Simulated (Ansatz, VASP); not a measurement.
## Si3Sb in VASP and in Ansatz

Contents of POSCAR:

```
Si3Sb
1.0
    4.1387528297      0.0000000000      0.0000000000
    0.0000000000      4.1387528297      0.0000000000
    0.0000000000      0.0000000000      4.1387528297
Si Sb
3 1
Direct
    0.0000000000      0.5000000000      0.5000000000
    0.5000000000      0.0000000000      0.5000000000
    0.5000000000      0.5000000000      0.0000000000
    0.0000000000      0.0000000000      0.0000000000
```

File INCAR.step1:

```
PREC     = Accurate       # precision mode
ENCUT    = 600            # plane-wave cutoff, eV
ISMEAR   = 0              # smearing method
SIGMA    = 0.1            # smearing width, eV
LREAL    = False          # projectors in reciprocal space
LASPH    = True           # aspherical terms in the spheres
NELM     = 80             # most SCF steps
GGA      = PE             # functional
ALGO     = Normal         # electronic algorithm
EDIFF    = 1E-4           # SCF threshold, eV
LWAVE    = True           # write WAVECAR
LCHARG   = False          # write CHGCAR
```

The input INCAR.step2:

```
PREC     = Accurate       # precision mode
ENCUT    = 600            # plane-wave cutoff, eV
EDIFF    = 1E-6           # SCF threshold, eV
ISMEAR   = 0              # smearing method
SIGMA    = 0.1            # smearing width, eV
LREAL    = False          # projectors in reciprocal space
LASPH    = True           # aspherical terms in the spheres
NELM     = 80             # most SCF steps
ALGO     = Normal         # electronic algorithm
ISIF     = 3              # what is computed and relaxed
LWAVE    = False          # write WAVECAR
LCHARG   = False          # write CHGCAR
METAGGA  = R2SCAN         # meta-GGA
LMIXTAU  = True         
IBRION   = 2              # ionic algorithm
NSW      = 90             # ionic steps
EDIFFG   = -0.04          # ionic threshold
ISTART   = 1
```

File KPOINTS:

```
regular mesh
0
Gamma
  4 4 4
```

Input for Ansatz:

```yaml
crystal:
  lattice:
    - [4.1387528297, 0.0, 0.0]
    - [0.0, 4.1387528297, 0.0]
    - [0.0, 0.0, 4.1387528297]
  atoms:
    - { symbol: Si, position: [0.0, 0.5, 0.5] }
    - { symbol: Si, position: [0.5, 0.0, 0.5] }
    - { symbol: Si, position: [0.5, 0.5, 0.0] }
    - { symbol: Sb, position: [0.0, 0.0, 0.0] }
basis:
  ecutwfc: 500
kpoints:
  mp_grid: { grid: [4, 4, 4] }
hamiltonian:
  xc: r2scan
scf:
  occupations: { method: gaussian, width: 0.1 }
  lower_state_search: "off"
output:
  forces: true
  stress: true
  eigenvalues: true
relax:
  adjacent_minimum: "off"
  f_tol: 0.04
  max_steps: 70
  cell: { stress_tol: 0.4 }
```

Alike in both runs: task relaxation of cell and atoms; functional r2SCAN; k mesh 4 × 4 × 4; occupations gaussian, width 0.1 eV; no spin polarisation.

|  | VASP | Ansatz |
| --- | --- | --- |
| version | VASP 6.6.1 | Ansatz 0.2.0 |
| potentials or method | VASP PAW PBE potentials, release 64 (Si, Sb), cutoff 600 eV | scalar-relativistic, plane waves, PAW |
| valence electrons in the cell | 17 | 27 |

```csv
,VASP,Ansatz,Ansatz less VASP
"gap on the k mesh at the Fermi level, each at its own relaxed structure (eV)",none,none,-
relaxed volume (Å³/atom),18.64,18.69,+0.046
relaxed length of the cell vector where the two differ most in proportion (Å),4.209,4.213,+0.0034
```

VASP's potentials were made for PBE, not for r2SCAN. A gap of «none» marks a metal or a gap that the smearing closes. VASP's potentials hold 17 valence electrons a cell and Ansatz's 27, so a difference there can come from the potentials and not from the codes.

The k mesh is coarse, so the values compare programs but aren't converged. Spin-orbit coupling is off throughout. Noted on VASP's run: too few bands were computed for a metal, which touches its energy and stress.
